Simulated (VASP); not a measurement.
# BP (F-43m) in VASP: further runs, part 2 of 2

VASP 6.6.1.

**3. Dielectric tensor, PBE**

INCAR

```
  PREC = Accurate
  ENCUT = 520
  EDIFF = 1E-8
  ISMEAR = 0
  SIGMA = 0.01
  LREAL = F
  LASPH = T
  NELM = 100
  ALGO = Normal
  ISIF = 2
  LWAVE = F
  LCHARG = F
  GGA = PE
  LEPSILON = T
```

KPOINTS

```
regular mesh
0
Gamma
  10 10 10
```

POSCAR

```
BP
1.0
    0.0000000000      2.2690000000      2.2690000000
    2.2690000000      0.0000000000      2.2690000000
    2.2690000000      2.2690000000      0.0000000000
P B
1 1
Direct
    0.7500000000      0.7500000000      0.7500000000
    0.0000000000      0.0000000000      0.0000000000
```

Potentials or basis: VASP PAW PBE potentials, release 64 (P, B).

Run with:

```sh
$ cat potpaw_PBE.64/P/POTCAR potpaw_PBE.64/B/POTCAR > POTCAR
$ mpirun -np 1 vasp_std > vasp.out
```

OUTCAR:

```text
PREC = Accurate
   ENCUT = 520
   EDIFF = 1E-8
   ISMEAR = 0
   LREAL = F
   LASPH = T
   NELM = 100
   ISIF = 2
   GGA = PE
   LEPSILON = T

 ion  position               nearest neighbor table
   1  0.750  0.750  0.750-   2 1.97   2 1.97   2 1.97   2 1.97
   2  0.000  0.000  0.000-   1 1.97   1 1.97   1 1.97   1 1.97

  LATTYP: Found a face centered cubic cell.
 ALAT       =     4.5380000000

  Lattice vectors:

 A1 = (   0.0000000000,   2.2690000000,   2.2690000000)
 A2 = (   2.2690000000,   0.0000000000,   2.2690000000)
 A3 = (   2.2690000000,   2.2690000000,   0.0000000000)

Analysis of symmetry for initial positions (statically):
=====================================================================
 Subroutine PRICEL returns:
 Original cell was already a primitive cell.

 Routine SETGRP: Setting up the symmetry group for a
 face centered cubic supercell.

 Subroutine GETGRP returns: Found 24 space group operations
 (whereof 24 operations were pure point group operations)
 out of a pool of 48 trial point group operations.

The static configuration has the point symmetry T_d .

Analysis of symmetry for dynamics (positions and initial velocities):
=====================================================================
 Subroutine PRICEL returns:
 Original cell was already a primitive cell.

 Routine SETGRP: Setting up the symmetry group for a
 face centered cubic supercell.

 Subroutine GETGRP returns: Found 24 space group operations
 (whereof 24 operations were pure point group operations)
 out of a pool of 48 trial point group operations.

The dynamic configuration has the point symmetry T_d .

 Subroutine INISYM returns: Found 24 space group operations
 (whereof 24 operations are pure point group operations),
 and found     1 'primitive' translations

----------------------------------------------------------------------------------------

                                     Primitive cell

  volume of cell :      23.3633

  direct lattice vectors                    reciprocal lattice vectors
     0.000000000  2.269000000  2.269000000    -0.220361393  0.220361393  0.220361393
     2.269000000  0.000000000  2.269000000     0.220361393 -0.220361393  0.220361393
     2.269000000  2.269000000  0.000000000     0.220361393  0.220361393 -0.220361393

  length of vectors
     3.208850573  3.208850573  3.208850573     0.381677128  0.381677128  0.381677128

  position of ions in fractional coordinates (direct lattice)
     0.750000000  0.750000000  0.750000000
     0.000000000  0.000000000  0.000000000

  ion indices of the primitive-cell ions
   primitive index   ion index
                 1           1
                 2           2

[... 128 lines left out ...]
      7      10.8335      0.00000
      8      14.8071      0.00000
[... 243 lines left out ...]
 k-point    24 :       0.4000    0.3000    0.0000
  band No.  band energies     occupation
      1      -5.0880      2.00000
      2       1.2727      2.00000
      3       3.3844      2.00000
      4       3.9175      2.00000
      5       9.2444      0.00000
      6      11.0561      0.00000
      7      16.9122      0.00000
      8      16.9205      0.00000

 [... further k-points ...]

  FORCE on cell =-STRESS in cart. coord.  units (eV):
  Direction    XX          YY          ZZ          XY          YZ          ZX
  --------------------------------------------------------------------------------------
  -------------------------------------------------------------------------------------
  Total        0.1311124      0.1311124      0.1311124     -0.0000000     -0.0000000     -0.0000000
  in kB        8.9912698      8.9912698      8.9912698     -0.0000000     -0.0000000     -0.0000000
  external PRESSURE =       8.9912698 kB  Pullay stress =       0.0000000 kB

 VOLUME and BASIS-vectors are now :
 -----------------------------------------------------------------------------
  energy-cutoff  :      520.00
  volume of cell :       23.36
      direct lattice vectors                 reciprocal lattice vectors
     0.000000000  2.269000000  2.269000000    -0.220361393  0.220361393  0.220361393
     2.269000000  0.000000000  2.269000000     0.220361393 -0.220361393  0.220361393
     2.269000000  2.269000000  0.000000000     0.220361393  0.220361393 -0.220361393

 POSITION                                       TOTAL-FORCE (eV/Angst)
 -----------------------------------------------------------------------------------
      3.40350      3.40350      3.40350         0.000000      0.000000      0.000000
      0.00000      0.00000      0.00000        -0.000000     -0.000000     -0.000000
 -----------------------------------------------------------------------------------
    total drift:                               -0.000000     -0.000000     -0.000000

  FREE ENERGIE OF THE ION-ELECTRON SYSTEM (eV)
  ---------------------------------------------------
  free  energy   TOTEN  =       -12.9304808790 eV

  energy  without entropy=      -12.9304808790  energy(sigma->0) =      -12.93048088

 HEAD OF MICROSCOPIC STATIC DIELECTRIC TENSOR (INDEPENDENT PARTICLE, excluding Hartree and local field effects)
 ------------------------------------------------------
           9.616501    -0.000000    -0.000000
           0.000000     9.616501    -0.000000
          -0.000000     0.000000     9.616501
 ------------------------------------------------------

 Free energy of the ion-electron system (eV)
  ---------------------------------------------------
  ---------------------------------------------------
  free energy    TOTEN  =        -0.57141234 eV

  energy without entropy =       -0.57141234

------------------------ aborting loop because EDIFF is reached ----------------------------------------

--------------------------------------- Ionic step        2  -------------------------------------------

------------------------ aborting loop because EDIFF is reached ----------------------------------------

--------------------------------------- Ionic step        3  -------------------------------------------

 Free energy of the ion-electron system (eV)
  ---------------------------------------------------
  ---------------------------------------------------
  free energy    TOTEN  =        -0.57141256 eV

  energy without entropy =       -0.57141256

------------------------ aborting loop because EDIFF is reached ----------------------------------------

 PIEZOELECTRIC TENSOR FIELD DIRECTION 3  (e Angst)
 -----------------------------------------------------------------------------
    -0.00059 -0.16096  0.00000           ( -0.00000 -0.07699  0.00000)
    -0.16096 -0.00059  0.00000           ( -0.07699 -0.00000  0.00000)
     0.00000  0.00000  0.00007           (  0.00000  0.00000 -0.00000)

 PIEZOELECTRIC TENSOR FIELD DIRECTION 3  (C/m^2)
 -----------------------------------------------------------------------------
    -0.00040 -0.11038  0.00000
    -0.11038 -0.00040  0.00000
     0.00000  0.00000  0.00005

 MACROSCOPIC STATIC DIELECTRIC TENSOR (including local field effects in DFT)
 ------------------------------------------------------
           9.270919     0.000000     0.000000
          -0.000000     9.270919     0.000000
          -0.000000     0.000000     9.270919
 ------------------------------------------------------

 PIEZOELECTRIC TENSOR (including local field effects)  for field in x, y, z        (e  Angst)
          XX          YY          ZZ          XY          YZ          ZX
  --------------------------------------------------------------------------------
  x     0.00000    -0.00000    -0.00000     0.00000    -0.15680     0.00000
  y     0.00000    -0.00000     0.00000     0.00000     0.00000    -0.15680
  z     0.00000    -0.00000     0.00000    -0.15680     0.00000     0.00000

 PIEZOELECTRIC TENSOR (including local field effects)  for field in x, y, z        (C/m^2)
          XX          YY          ZZ          XY          YZ          ZX
  --------------------------------------------------------------------------------
  x     0.00000    -0.00000    -0.00000     0.00000    -0.10753     0.00000
  y     0.00000    -0.00000     0.00000     0.00000     0.00000    -0.10753
  z     0.00000    -0.00000     0.00000    -0.10753     0.00000     0.00000

 BORN EFFECTIVE CHARGES (including local field effects) (in |e|, cummulative output)
 ---------------------------------------------------------------------------------
 ion    1
    1     0.49426     0.00000     0.00000
    2     0.00000     0.49426     0.00000
    3     0.00000     0.00000     0.49426
 ion    2
    1    -0.49426    -0.00000    -0.00000
    2     0.00000    -0.49426     0.00000
    3     0.00000     0.00000    -0.49426
```

OSZICAR:

```text
N       E                     dE             d eps       ncg     rms          rms(c)
DAV:   1     0.105736102336E+02    0.10574E+02   -0.41223E+03   760   0.900E+02
DAV:   2    -0.133860407828E+02   -0.23960E+02   -0.23137E+02  1232   0.113E+02
[... 12 lines left out ...]
RMM:   5    -0.571032850707E+00   -0.66211E-02   -0.29149E-04  4424   0.141E-01    0.180E-02
RMM:   6    -0.571191407668E+00   -0.15856E-03   -0.46317E-06  4656   0.186E-02    0.944E-03
RMM:   7    -0.571391577099E+00   -0.20017E-03   -0.21193E-06  4535   0.121E-02    0.619E-04
RMM:   8    -0.571410355694E+00   -0.18779E-04   -0.13662E-07  4833   0.998E-04    0.297E-04
RMM:   9    -0.571411683254E+00   -0.13276E-05   -0.14556E-08  4663   0.704E-04    0.121E-04
RMM:  10    -0.571412639886E+00   -0.95663E-06    0.95189E-09  3756   0.775E-05    0.236E-05
RMM:  11    -0.571412560122E+00    0.79764E-07   -0.59700E-09  3021   0.727E-05    0.230E-06
```

It took 45 s on 1 thread of Intel Xeon 6975P-C (Granite Rapids), shared host; peak memory 0.2 GiB.

Results:

- Band gap on the k mesh: 1.24 eV (least direct gap 3.40 eV)
- Electronic dielectric tensor (diagonal): 9.27
- Born charges (mean of the diagonal): P +0.49; B -0.49 e

Electronic dielectric tensor:
```
9.27 0.00 0.00
0.00 9.27 0.00
0.00 0.00 9.27
```

Born effective charge tensors (e):
atom 1, P
```
0.49 0.00 0.00
0.00 0.49 0.00
0.00 0.00 0.49
```
atom 2, B
```
-0.49  0.00  0.00
 0.00 -0.49  0.00
 0.00  0.00 -0.49
```

A k mesh can miss the band edges. As with any semilocal functional, this PBE gap is likely too small.

**4. Elastic constants, PBE**

INCAR

```
  PREC = Accurate
  ENCUT = 600
  EDIFF = 1E-8
  ISMEAR = 0
  SIGMA = 0.01
  LREAL = False
  LASPH = True
  NELM = 100
  ALGO = Normal
  ISIF = 3
  LWAVE = False
  LCHARG = False
  GGA = PE
  NBANDS = 11
  IBRION = 6
  NFREE = 2
  POTIM = 0.015
  NSW = 1
```

KPOINTS

```
Automatic mesh
0
Gamma
  7 7 7
```

POSCAR is that of step 3.

Potentials or basis: VASP PAW PBE potentials, release 64 (P, B).

Run with:

```sh
$ cat potpaw_PBE.64/P/POTCAR potpaw_PBE.64/B/POTCAR > POTCAR
$ mpirun -np 1 vasp_std > vasp.out
```

OUTCAR:

```text
PREC = Accurate
   ENCUT = 600
   EDIFF = 1E-8
   ISMEAR = 0
   LREAL = False
   LASPH = True
   NELM = 100
   ISIF = 3
   GGA = PE
   IBRION = 6
   NFREE = 2
   POTIM = 0.015
   NSW = 1

 ion  position               nearest neighbor table
   1  0.750  0.750  0.750-   2 1.97   2 1.97   2 1.97   2 1.97
   2  0.000  0.000  0.000-   1 1.97   1 1.97   1 1.97   1 1.97

[... 781 lines left out ...]
      3.403500  3.403500  3.403500     0.000000    0.000000   -0.508651
      0.000000  0.000000  0.000000     0.000000    0.000000    0.860973
[... 21 lines left out ...]
   6 f/i=    0.000089 THz     0.000560 2PiTHz    0.002975 cm-1     0.000369 meV
             X         Y         Z           dx          dy          dz
      3.403500  3.403500  3.403500     0.023507    0.845048   -0.163143
      0.000000  0.000000  0.000000     0.013887    0.499243   -0.096382

--------------------------------------------------------------------------------------------------------

 ELASTIC MODULI CONTR FROM IONIC RELAXATION (kBar)
 Direction    XX          YY          ZZ          XY          YZ          ZX
 --------------------------------------------------------------------------------
 XX          -0.0000      0.0000     -0.0000      0.0000      0.0000     -0.0000
 YY           0.0000     -0.0000      0.0000     -0.0000      0.0000      0.0000
 ZZ          -0.0000      0.0000     -0.0000      0.0000     -0.0000     -0.0000
 XY           0.0000     -0.0000      0.0000   -187.9611      0.0000      0.0000
 YZ           0.0000      0.0000     -0.0000      0.0000   -187.9611      0.0000
 ZX          -0.0000      0.0000     -0.0000      0.0000      0.0000   -187.9611
 --------------------------------------------------------------------------------

 TOTAL ELASTIC MODULI (kBar)
 Direction    XX          YY          ZZ          XY          YZ          ZX
 --------------------------------------------------------------------------------
 XX        3429.7378    757.3885    757.3885     -0.0000      0.0000      0.0000
 YY         757.3885   3429.7378    757.3885     -0.0000      0.0000      0.0000
 ZZ         757.3885    757.3885   3429.7378      0.0000     -0.0000      0.0000
 XY          -0.0000     -0.0000      0.0000   1873.2781      0.0000      0.0000
 YZ           0.0000      0.0000     -0.0000      0.0000   1873.2781      0.0000
 ZX           0.0000      0.0000      0.0000      0.0000      0.0000   1873.2781
 --------------------------------------------------------------------------------
```

OSZICAR:

```text
N       E                     dE             d eps       ncg     rms          rms(c)
DAV:   1     0.122097282810E+02    0.12210E+02   -0.43417E+03   440   0.736E+02
DAV:   2    -0.129422413338E+02   -0.25152E+02   -0.23888E+02   594   0.117E+02
DAV:   3    -0.136337745258E+02   -0.69153E+00   -0.68971E+00   574   0.175E+01
[... 189 lines left out ...]
DAV:   3    -0.129241932355E+02    0.27276E-03   -0.76002E-04  1603   0.153E-01    0.189E-02
DAV:   4    -0.129241993697E+02   -0.61342E-05   -0.53896E-05  1714   0.518E-02    0.869E-03
DAV:   5    -0.129242000803E+02   -0.71068E-06   -0.19171E-06  1602   0.951E-03    0.148E-03
DAV:   6    -0.129242000611E+02    0.19239E-07   -0.11321E-07  1729   0.210E-03    0.723E-04
DAV:   7    -0.129242000588E+02    0.22885E-08   -0.72482E-09   981   0.614E-04
  17 F= -.12924200E+02 E0= -.12924200E+02  d E =-.594801E-57
```

Run time: 1.9 min. Hardware: 1 thread of Intel Xeon 6975P-C (Granite Rapids), shared host; peak memory 0.19 GiB.

Results:

| Property | Result |
| --- | --- |
| Elastic constants C11, C12, C44 | 343, 76, 187 GPa |
| Voigt bulk modulus | 165 GPa |
| Highest phonon frequency at Γ, LO-TO splitting left out | 805 cm⁻¹ |

Phonon frequencies in cm⁻¹ (negative: imaginary):
```
              q point        frequencies
(0.000, 0.000, 0.000)  0 0 0 805 805 805
```

Elastic tensor in Voigt notation (GPa, in the Cartesian axes of the cell as first typed):
```
343  76  76   0   0   0
 76 343  76   0   0   0
 76  76 343   0   0   0
  0   0   0 187   0   0
  0   0   0   0 187   0
  0   0   0   0   0 187
```

Clamped-ion elastic tensor (GPa):
```
343  76  76   0   0   0
 76 343  76   0   0   0
 76  76 343   0   0   0
  0   0   0 206   0   0
  0   0   0   0 206   0
  0   0   0   0   0 206
```

**5. Elastic constants, PBE**

INCAR

```
SYSTEM = BP
PREC     = Accurate       ! precision mode
ENCUT    = 600            ! plane-wave cutoff, eV
EDIFF    = 1E-8           ! SCF threshold, eV
ISMEAR   = -1             ! smearing method
SIGMA    = 0.05           ! smearing width, eV
LREAL    = .FALSE.        ! projectors in reciprocal space
LASPH    = .TRUE.         ! aspherical terms in the spheres
NELM     = 80             ! most SCF steps
ALGO     = Normal         ! electronic algorithm
ISIF     = 3              ! what is computed and relaxed
LWAVE    = .FALSE.        ! write WAVECAR
LCHARG   = .FALSE.        ! write CHGCAR
GGA      = PE             ! functional
IBRION   = 6              ! ionic algorithm
NFREE    = 2            
POTIM    = 0.015          ! step
NSW      = 1              ! ionic steps
```

KPOINTS

```
Automatic mesh
0
G
  7 7 7
  0 0 0
```

POSCAR is that of step 4.

Run with:

```sh
$ cat potpaw_PBE.64/P/POTCAR potpaw_PBE.64/B/POTCAR > POTCAR
$ mpirun -np 1 vasp_std > vasp.out
```

It took 2.7 min on 1 thread of AMD EPYC 7R13 (Zen 3), shared host; peak memory 0.16 GiB.

Results (log left out):

```yaml
Elastic_constants_C11_C12_C44: 343, 76, 187 GPa
Voigt_bulk_modulus: 165 GPa
Highest_phonon_frequency_at_Γ_LO-TO_splitting_left_out: 805 cm⁻¹
```

Phonon frequencies in cm⁻¹ (negative: imaginary):
```
              q point        frequencies
(0.000, 0.000, 0.000)  0 0 0 805 805 805
```

Elastic tensor in Voigt notation (GPa, in the Cartesian axes of the cell as first typed):
```
343  76  76   0   0   0
 76 343  76   0   0   0
 76  76 343   0   0   0
  0   0   0 187   0   0
  0   0   0   0 187   0
  0   0   0   0   0 187
```

Clamped-ion elastic tensor (GPa):
```
343  76  76   0   0   0
 76 343  76   0   0   0
 76  76 343   0   0   0
  0   0   0 206   0   0
  0   0   0   0 206   0
  0   0   0   0   0 206
```

**6. The runs side by side**

| task | level | potentials or basis | k mesh | cutoff (eV) | smearing | ions in elastic constants | gap on the mesh (eV) |
| --- | --- | --- | --- | --- | --- | --- | --- |
| dielectric tensor | LDA | VASP PAW LDA potentials, release 64 (P, B) | 10 × 10 × 10 | 520 | gaussian 0.01 eV | - | 1.19 |
| dielectric tensor | PBE | VASP PAW PBE potentials, release 64 (P, B) | 10 × 10 × 10 | 520 | gaussian 0.01 eV | - | 1.24 |
| elastic constants | PBE | VASP PAW PBE potentials, release 64 (P, B) | 7 × 7 × 7 | 600 | gaussian 0.01 eV | relaxed | - |
| elastic constants | PBE | VASP PAW PBE potentials, release 64 (P, B) | 7 × 7 × 7 | 600 | fermi-dirac 0.05 eV | relaxed | - |

Alike in all rows: no spin polarisation; cell as given.

Absolute energies hang on the potentials; compare differences alone.
